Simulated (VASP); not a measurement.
Here is a VASP 6.6.1 calculation.

Contents of INCAR:

```
SYSTEM = K
  PREC = Accurate
  ENCUT = 520
  EDIFF = 1E-6
  ISMEAR = 0
  SIGMA = 0.1
  LREAL = .False.
  LASPH = .True.
  NELM = 60
  ALGO = Fast
  ISIF = 2
  LWAVE = .False.
  LCHARG = .False.
  GGA = PE
  NBANDS = 10
```

File KPOINTS:

```
Automatic mesh
0
Gamma
  12 12 12
  0 0 0
```

Contents of POSCAR:

```
K
1.0
   -2.5870137077      2.5870137077      2.5870137077
    2.5870137077     -2.5870137077      2.5870137077
    2.5870137077      2.5870137077     -2.5870137077
K
1
Direct
    0.0000000000      0.0000000000      0.0000000000
```

Potentials or basis: VASP PAW PBE potentials, release 64 (K_sv).

Launch:

```console
$ cat potpaw_PBE.64/K_sv/POTCAR > POTCAR
$ mpirun -np 1 vasp_std > vasp.out
```

Question: Estimate the pressure.

Answer: 0.2 GPa.
